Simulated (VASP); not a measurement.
# SrO (P6_3/mmc) in VASP: further runs

SrO is run at these levels: r2SCAN; tasks: single point.

Program: VASP 6.6.1. These are calculated values, not measurements. Logs are shortened: lines on timing, memory, paths and dates and some standing lists are left out, and cuts for length are marked.

## 1. The cell of the first run

Symmetry: P6_3/mmc, No. 194, hexagonal system. Conventional cell: a = 3.599 Å, b = 3.599 Å, c = 6.317 Å, α = 90.00°, β = 90.00°, γ = 120.00°. Within 3.4 Å of Sr (site symmetry -3m) lie 6 O at 2.61 Å and 2 Sr at 3.16 Å. O (site symmetry -6m2) has 6 Sr at 2.61 Å within 3.4 Å.

## 2. Single point, r2SCAN (volume changed by +3%)

Contents of POSCAR:

```
SrO
1.0
    3.5985198927      0.0000000000      0.0000000000
   -1.7992599463      3.1164096431      0.0000000000
    0.0000000000      0.0000000000      6.3170405805
Sr O
2 2
Direct
    0.0000000000      0.0000000000      0.0000000000
    0.0000000000      0.0000000000      0.5000000000
    0.3333333333      0.6666666667      0.2500000000
    0.6666666667      0.3333333333      0.7500000000
```

Contents of INCAR.step1:

```
ALGO = Normal
EDIFF = 1E-4
ENCUT = 520
GGA = PE
ISMEAR = 0
LASPH = T
LCHARG = F
LREAL = F
LWAVE = T
NBANDS = 24
NELM = 60
PREC = Accurate
SIGMA = 0.01
```

Contents of INCAR.step2:

```
ALGO = Normal
EDIFF = 1E-7
ENCUT = 520
ISIF = 2
ISMEAR = 0
ISTART = 1
LASPH = T
LCHARG = F
LMIXTAU = T
LREAL = F
LWAVE = F
METAGGA = R2SCAN
NBANDS = 24
NELM = 60
PREC = Accurate
SIGMA = 0.01
```

Contents of KPOINTS:

```
k-points
0
Gamma
  9 9 4
```

Potentials or basis: VASP PAW PBE potentials, release 64 (Sr_sv, O).

Command:

```bash
$ cat potpaw_PBE.64/Sr_sv/POTCAR potpaw_PBE.64/O/POTCAR > POTCAR
$ cp INCAR.step1 INCAR
$ mpirun -np 1 vasp_std > vasp.out
$ cp INCAR.step2 INCAR
$ mpirun -np 1 vasp_std > vasp.out
```

OUTCAR:

```text
EDIFF = 1E-7
   ENCUT = 520
   ISIF = 2
   ISMEAR = 0
   ISTART = 1
   LASPH = T
   LREAL = F
   METAGGA = R2SCAN
   NELM = 60
   PREC = Accurate

 ion  position               nearest neighbor table
   1  0.000  0.000  0.000-   3 2.61   4 2.61   3 2.61   4 2.61   4 2.61   3 2.61   2 3.16   2 3.16
                             2 4.79   2 4.79   2 4.79   2 4.79   2 4.79   2 4.79   2 4.79   2 4.79
   2  0.000  0.000  0.500-   3 2.61   4 2.61   3 2.61   4 2.61   4 2.61   3 2.61   1 3.16   1 3.16
                             1 4.79   1 4.79   1 4.79   1 4.79   1 4.79   1 4.79   1 4.79   1 4.79
   3  0.333  0.667  0.250-   1 2.61   2 2.61   1 2.61   2 2.61   1 2.61   2 2.61
   4  0.667  0.333  0.750-   1 2.61   2 2.61   1 2.61   2 2.61   1 2.61   2 2.61

  LATTYP: Found a hexagonal cell.
 ALAT       =     3.5985198927
 C/A-ratio  =     1.7554552341

  Lattice vectors:

 A1 = (   3.5985198927,   0.0000000000,   0.0000000000)
 A2 = (  -1.7992599463,   3.1164096431,   0.0000000000)
 A3 = (   0.0000000000,   0.0000000000,   6.3170405805)

Analysis of symmetry for initial positions (statically):
=====================================================================
 Subroutine PRICEL returns:
 Original cell was already a primitive cell.

 Routine SETGRP: Setting up the symmetry group for a
 hexagonal supercell.

 Subroutine GETGRP returns: Found 24 space group operations
 (whereof 12 operations were pure point group operations)
 out of a pool of 24 trial point group operations.

The static configuration has the point symmetry D_3d.
 The point group associated with its full space group is D_6h.

Analysis of symmetry for dynamics (positions and initial velocities):
=====================================================================
 Subroutine PRICEL returns:
 Original cell was already a primitive cell.

 Routine SETGRP: Setting up the symmetry group for a
 hexagonal supercell.

 Subroutine GETGRP returns: Found 24 space group operations
 (whereof 12 operations were pure point group operations)
 out of a pool of 24 trial point group operations.

The dynamic configuration has the point symmetry D_3d.
 The point group associated with its full space group is D_6h.

 Subroutine INISYM returns: Found 24 space group operations
 (whereof 12 operations are pure point group operations),
 and found     1 'primitive' translations

----------------------------------------------------------------------------------------

                                     Primitive cell

  volume of cell :      70.8422

  direct lattice vectors                    reciprocal lattice vectors
     3.598519893  0.000000000  0.000000000     0.277892031  0.160441039  0.000000000
    -1.799259946  3.116409643  0.000000000     0.000000000  0.320882077  0.000000000
     0.000000000  0.000000000  6.317040580     0.000000000  0.000000000  0.158301975

  length of vectors
     3.598519893  3.598519893  6.317040580     0.320882077  0.320882077  0.158301975

  position of ions in fractional coordinates (direct lattice)
     0.000000000  0.000000000  0.000000000
     0.000000000  0.000000000  0.500000000
     0.333333333  0.666666667  0.250000000
     0.666666667  0.333333333  0.750000000

  ion indices of the primitive-cell ions
   primitive index   ion index
                 1           1
                 2           2
                 3           3
                 4           4

----------------------------------------------------------------------------------------

 KPOINTS: k-points

Automatic generation of k-mesh.
 Grid dimensions read from file:
 generate k-points for:    9    9    4

 Generating k-lattice:

  Cartesian coordinates                     Fractional coordinates (reciprocal lattice)
     0.030876892  0.017826782  0.000000000     0.111111111 -0.000000000  0.000000000
     0.000000000  0.035653564  0.000000000     0.000000000  0.111111111  0.000000000
     0.000000000  0.000000000  0.039575494     0.000000000  0.000000000  0.250000000

  Length of vectors
     0.035653564  0.035653564  0.039575494

  Shift w.r.t. Gamma in fractional coordinates (k-lattice)
     0.000000000  0.000000000  0.000000000

 Subroutine IBZKPT returns following result:
 ===========================================

 Found     36 irreducible k-points:

 Following reciprocal coordinates:
            Coordinates               Weight
  0.000000  0.000000  0.000000      1.000000
  0.111111 -0.000000  0.000000      6.000000
  0.222222  0.000000  0.000000      6.000000
  0.333333  0.000000  0.000000      6.000000
  0.444444  0.000000  0.000000      6.000000
  0.111111  0.111111  0.000000      6.000000
[... 16 lines left out ...]
  0.333333  0.222222  0.250000     24.000000
  0.333333  0.333333  0.250000      4.000000
 [... further k-points ...]
   k-points           NKPTS =     36   k-points in BZ     NKDIM =     36   number of bands    NBANDS=     24
   number of dos      NEDOS =    301   number of ions     NIONS =      4
   total plane-waves  NPLWV =  37632
   dimension x,y,z NGX =    28 NGY =   28 NGZ =   48
   dimension x,y,z NGXF=    56 NGYF=   56 NGZF=   96
   ions per type =               2   2
   NGX,Y,Z   is equivalent  to a cutoff of  12.94, 12.94, 12.63 a.u.
   NGXF,Y,Z  is equivalent  to a cutoff of  25.87, 25.87, 25.26 a.u.
 SYSTEM =  unknown system
   PREC   = accura    normal or accurate (medium, high low for compatibility)
   ISTART =      1    job   : 0-new  1-cont  2-samecut
   ICHARG =      0    charge: 1-file 2-atom 10-const
   ISPIN  =      1    spin polarized calculation?
   LNONCOLLINEAR =      F non collinear calculations
   LSORBIT =      F    spin-orbit coupling
   LASPH  =      T    aspherical Exc in radial PAW
   ENCUT  =  520.0 eV  38.22 Ry    6.18 a.u.   6.69  6.69 11.75*2*pi/ulx,y,z
   NELM   =     60;   NELMIN=  2; NELMDL=  0     # of ELM steps
   EDIFF  = 0.1E-06   stopping-criterion for ELM
   LREAL  =      F    real-space projection
   EDIFFG = 0.1E-05   stopping-criterion for IOM
   NSW    =      0    number of steps for IOM
   IBRION =     -1    ionic relax: 0-MD 1-quasi-New 2-CG
   NFREE  =      0    steps in history (QN), initial steepest desc. (CG)
   ISIF   =      2    stress and relaxation
   ISYM   =      2    0-nonsym 1-usesym 2-fastsym
   POTIM  = 0.5000    time-step for ionic-motion
   TEBEG  =    0.0;   TEEND  =   0.0 temperature during run
   PSTRESS=    0.0 pullay stress
   NELECT =      32.0000    total number of electrons
   NUPDOWN=      -1.0000    fix difference up-down
   EMIN   =  10.00;   EMAX   =-10.00  energy-range for DOS
   EFERMI =   0.00;   METHOD = LEGACY
   ISMEAR =     0;   SIGMA  =   0.01  broadening in eV -4-tet -1-fermi 0-gaus
   EFERMI_NEDOS =   21; number of points for ismear=-14 and -15
   IALGO  =     38    algorithm
   IMIX   =      4    mixing-type and parameters
     AMIX     =   0.40;   BMIX     =  1.00
     AMIX_MAG =   1.60;   BMIX_MAG =  1.00
  volume/ion in A,a.u.               =      17.71       119.52
  Fermi-wavevector in a.u.,A,eV,Ry     =   1.256109  2.373703 21.467418  1.577811
  Thomas-Fermi vector in A             =   2.389833
   LORBIT       =      0    0 simple, 1 ext, 2 COOP (PROOUT), +10 PAW based schemes
   METAGGA = R2SCAN    functional components
   LHFCALC =     F    Hartree Fock is set to
   AEXX    =    0.0000 exact exchange contribution
   IVDW    =     0    specifies the selected vdW correction
   LEPSILON=     F    determine dielectric tensor
   LRPA    =     F    only Hartree local field effects (RPA)
 non-spin polarized calculation
 Gauss-broadening in eV      SIGMA  =   0.01
  energy-cutoff  :      520.00
  volume of cell :       70.84
 maximum number of plane-waves:      1943
 NGX is ok and might be reduce to    28
   NGX = 13   NGY = 13   NGZ = 23

 number of electron      32.0000001 magnetization

 Free energy of the ion-electron system (eV)
  ---------------------------------------------------
  ext. energy  EPLUGINS =         0.00000000
  ---------------------------------------------------
  free energy    TOTEN  =       -53.49504219 eV

  energy without entropy =      -53.49504219  energy(sigma->0) =      -53.49504219

 E-fermi :   1.3134     XC(G=0): -10.3674

 val. band max:        1.2642391221   @ k =   0.0000   0.0000   0.0000
 cond. band min:       5.1232425489   @ k =   0.0000   0.0000   0.0000
 fundamental gap:      3.8590034268
 Fermi energy:         1.3134332800

 k-point     1 :       0.0000    0.0000    0.0000
  band No.  band energies     occupation
      1     -32.7868      2.00000
      2     -32.5956      2.00000
      3     -16.4355      2.00000
      4     -14.7786      2.00000
      5     -13.8370      2.00000
      6     -13.8370      2.00000
[... 16 lines left out ...]
     23       9.0065      0.00000
     24       9.6658      0.00000

 k-point     2 :       0.1111   -0.0000    0.0000
  band No.  band energies     occupation
      1     -32.7750      2.00000
      2     -32.5858      2.00000
      3     -16.3529      2.00000
      4     -15.0321      2.00000
      5     -13.8616      2.00000
      6     -13.7507      2.00000
[... 16 lines left out ...]
     23       9.1479      0.00000
     24      10.6051      0.00000

 k-point     3 :       0.2222    0.0000    0.0000
  band No.  band energies     occupation
      1     -32.7450      2.00000
      2     -32.5609      2.00000
      3     -16.1303      2.00000
      4     -15.4391      2.00000
      5     -13.9855      2.00000
      6     -13.9229      2.00000
[... 16 lines left out ...]
     23       9.8265      0.00000
     24      10.5110      0.00000
[... 514 lines left out ...]
 k-point    23 :       0.3333    0.2222    0.2500
  band No.  band energies     occupation
      1     -32.6531      2.00000
      2     -32.5311      2.00000
      3     -15.8352      2.00000
      4     -15.4631      2.00000
      5     -14.6198      2.00000
      6     -14.3100      2.00000
[... 16 lines left out ...]
     23      10.6626      0.00000
     24      12.0340      0.00000

 k-point    24 :       0.3333    0.3333    0.2500
  band No.  band energies     occupation
      1     -32.6472      2.00000
      2     -32.5260      2.00000
      3     -15.6449      2.00000
      4     -15.6449      2.00000
      5     -14.6453      2.00000
      6     -14.2590      2.00000
[... 16 lines left out ...]
     23      10.4021      0.00000
     24      11.8260      0.00000

 [... further k-points ...]
[... 5 lines left out ...]
  --------------------------------------------------------------------------------------
  -------------------------------------------------------------------------------------
  Total       -0.8626725     -0.8626725     -0.9339606     -0.0000000      0.0000000      0.0000000
  in kB      -19.5103204    -19.5103204    -21.1225831     -0.0000000      0.0000000      0.0000000
  external PRESSURE =     -20.0477413 kB  Pullay stress =       0.0000000 kB

 VOLUME and BASIS-vectors are now :
 -----------------------------------------------------------------------------
  energy-cutoff  :      520.00
  volume of cell :       70.84
      direct lattice vectors                 reciprocal lattice vectors
     3.598519893  0.000000000  0.000000000     0.277892031  0.160441039  0.000000000
    -1.799259946  3.116409643  0.000000000     0.000000000  0.320882077  0.000000000
     0.000000000  0.000000000  6.317040580     0.000000000  0.000000000  0.158301975

 POSITION                                       TOTAL-FORCE (eV/Angst)
 -----------------------------------------------------------------------------------
      0.00000      0.00000      0.00000         0.000000      0.000000     -0.000000
      0.00000      0.00000      3.15852         0.000000      0.000000     -0.000000
     -0.00000      2.07761      1.57926         0.000000     -0.000000     -0.000000
      1.79926      1.03880      4.73778        -0.000000      0.000000      0.000000
 -----------------------------------------------------------------------------------
    total drift:                                0.000000     -0.000000      0.000000

  FREE ENERGIE OF THE ION-ELECTRON SYSTEM (eV)
  ---------------------------------------------------
  free  energy   TOTEN  =       -53.4950421861 eV

  energy  without entropy=      -53.4950421861  energy(sigma->0) =      -53.49504219
```

It took 3.1 min on 1 thread of Intel Xeon Platinum 8488C (Sapphire Rapids), shared host; peak memory 0.22 GiB.

Results:

```
Free energy            : -53.4950 eV
Pressure               : -2.0 GPa
Band gap on the k mesh : 3.86 eV, direct
```

Caveat: the PAW data sets were made with another functional, which shifts forces and pressure a little. A k mesh can miss the band edges.

(Part 1 of 2 ends here.)
